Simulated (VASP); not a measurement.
Wanted: the native input for a VASP 6.6.1 run.

* Task: single point
* Functional: PBEsol
* Potentials or basis: VASP PAW PBE potentials, release 64 (Zn)
* Cutoff: 520 eV
* k mesh: 12 × 12 × 12
* Occupations: fermi-dirac, width 0.05 eV
* Spin: no spin polarisation
* Dipole correction: no
* Further INCAR settings: ALGO = Normal; EDIFF = 1e-07; NBANDS = 12

The structure of Zn lies in POSCAR:

```
Zn
1.0
   -1.4250798991      1.4250798991      1.4250798991
    1.4250798991     -1.4250798991      1.4250798991
    1.4250798991      1.4250798991     -1.4250798991
Zn
1
Direct
    0.0000000000      0.0000000000      0.0000000000
```

These files were run (other wordings do the same):

INCAR

```
PREC = Accurate ; ENCUT = 520
EDIFF = 1E-7 ; ISMEAR = -1
SIGMA = 0.05 ; LREAL = False
LASPH = True ; NELM = 80
ALGO = Normal ; ISIF = 2
LWAVE = False ; LCHARG = False
GGA = PS ; NBANDS = 12
```

KPOINTS

```
regular mesh
0
Gamma
  12 12 12
```

Potentials or basis: VASP PAW PBE potentials, release 64 (Zn).

Launch:

```console
$ cat potpaw_PBE.64/Zn/POTCAR > POTCAR
$ mpirun -np 1 vasp_std > vasp.out
```

It gave:

The pressure is 30.9 GPa and the band gap on the k mesh is zero (band 6 reaches 10.00 eV, above the bottom of band 7 at 4.94 eV).

Caveat: the PAW data sets were made with another functional, which shifts forces and pressure a little.

Wall time 5.4 s on 1 thread of Intel(R) Xeon(R) Platinum 8375C CPU @ 2.90GHz (Ice Lake) (shared host), peak memory 0.12 GiB.
